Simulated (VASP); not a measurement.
A run of VASP 6.6.1:

The input INCAR:

```
SYSTEM = LiMg5
PREC = Accurate
ENCUT = 600
EDIFF = 1E-7
ISMEAR = -1
SIGMA = 0.05
LREAL = .False.
LASPH = .True.
NELM = 60
ALGO = Normal
ISIF = 3
LWAVE = .False.
LCHARG = .False.
GGA = CA
IBRION = 2
NSW = 80
EDIFFG = -0.01
```

File KPOINTS:

```
regular mesh
0
Gamma
  9 9 2
  0 0 0
```

The input POSCAR:

```
LiMg5
1.0
    3.1728735300      0.0000000000      0.0000000000
   -1.5864367700      2.7477890800      0.0000000000
    0.0000000000      0.0000000000     15.1187271800
Li Mg
1 5
Direct
    0.6666666695      0.3333333285      0.0000000000
    0.0000000000      0.0000000000      0.8363369799
    0.6666666695      0.3333333285      0.6678038197
    0.0000000000      0.0000000000      0.5000000000
    0.6666666695      0.3333333285      0.3321961803
    0.0000000000      0.0000000000      0.1636630201
```

Potentials or basis: VASP PAW LDA potentials, release 64 (Li_sv, Mg).

Command:

```sh
$ cat potpaw_LDA.64/Li_sv/POTCAR potpaw_LDA.64/Mg/POTCAR > POTCAR
$ mpirun -np 1 vasp_std > vasp.out
```

Hardware: 1 thread of Intel(R) Xeon(R) Platinum 8259CL CPU @ 2.50GHz (Skylake/Cascade Lake), with other jobs on the host.

**Question.** Estimate the wall time of this run.

**Answer.** Run time: 3.6 min on 1 thread of Intel(R) Xeon(R) Platinum 8259CL CPU @ 2.50GHz (Skylake/Cascade Lake), on a shared host, peak memory 0.27 GiB. Counts: scf iterations 73, k points 24, ion steps 11.
